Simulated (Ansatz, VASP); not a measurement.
One calculation of Zn, two programs

INCAR

```
SYSTEM = Zn
PREC = Accurate
ENCUT = 520
EDIFF = 1E-6
ISMEAR = -1
SIGMA = 0.05
LREAL = .FALSE.
LASPH = .TRUE.
NELM = 80
ALGO = Fast
ISIF = 2
LWAVE = .FALSE.
LCHARG = .TRUE.
GGA = CA
LELF = .TRUE.
LVHAR = .TRUE.
NBANDS = 25
```

Contents of KPOINTS:

```
regular mesh
0
G
  12 12 4
  0 0 0
```

Contents of POSCAR:

```
Zn
1.0
    2.2681701736     -1.3084870100      0.0000000000
    2.2681701736      1.3084870100      0.0000000000
   -1.5917165425      0.0000000000      7.3004081919
Zn
3
Direct
    0.7780178600      0.7780178600      0.3345049800
    0.2219821400      0.2219821400      0.6654950200
    0.0000000000      0.0000000000      0.0000000000
```

input.yaml

```yaml
crystal:
  lattice:
    - [2.2681701736, -1.30848701, 0.0]
    - [2.2681701736, 1.30848701, 0.0]
    - [-1.5917165425, 0.0, 7.3004081919]
  atoms:
    - { symbol: Zn, position: [0.77801786, 0.77801786, 0.33450498] }
    - { symbol: Zn, position: [0.22198214, 0.22198214, 0.66549502] }
    - { symbol: Zn, position: [0.0, 0.0, 0.0] }
kpoints:
  mp_grid: { grid: [12, 12, 4] }
scf:
  occupations: { method: fermi_dirac, width: 0.05 }
hamiltonian:
  xc: lda
  pseudopotentials: { kind: all_electron, lapw: { basis_error: 0.002 } }
output:
  forces: true
  stress: true
  eigenvalues: true
```

Alike in both runs: task single point; functional LDA; k mesh 12 × 12 × 4; occupations fermi-dirac, width 0.05 eV; no spin polarisation.

```csv
,VASP,Ansatz
version,VASP 6.6.1,Ansatz 0.2.0
potentials or method,"VASP PAW LDA potentials, release 64 (Zn), cutoff 520 eV","all-electron LAPW, scalar-relativistic"
```

VASP gave:

- gap on the k mesh at the Fermi level (eV): none
- pressure (GPa): -4.8
- traceless stress, the component that is largest in VASP (GPa): 4.60
- rms of the force components (eV/Å): 0.004

**Question.** What did Ansatz give for the same quantities?

**Answer.** gap on the k mesh at the Fermi level (eV): none; pressure (GPa): -5.2; traceless stress, the component that is largest in VASP (GPa): 4.80; rms of the force components (eV/Å): 0.004.

LDA's correlation is that of Perdew and Zunger in VASP and of Perdew and Wang (1992) in Ansatz. Atom by atom the forces differ by 0.000 eV/Å (rms over components). A gap of «none» marks a metal or a gap that the smearing closes. Ansatz ran all-electron here, and VASP with PAW potentials.
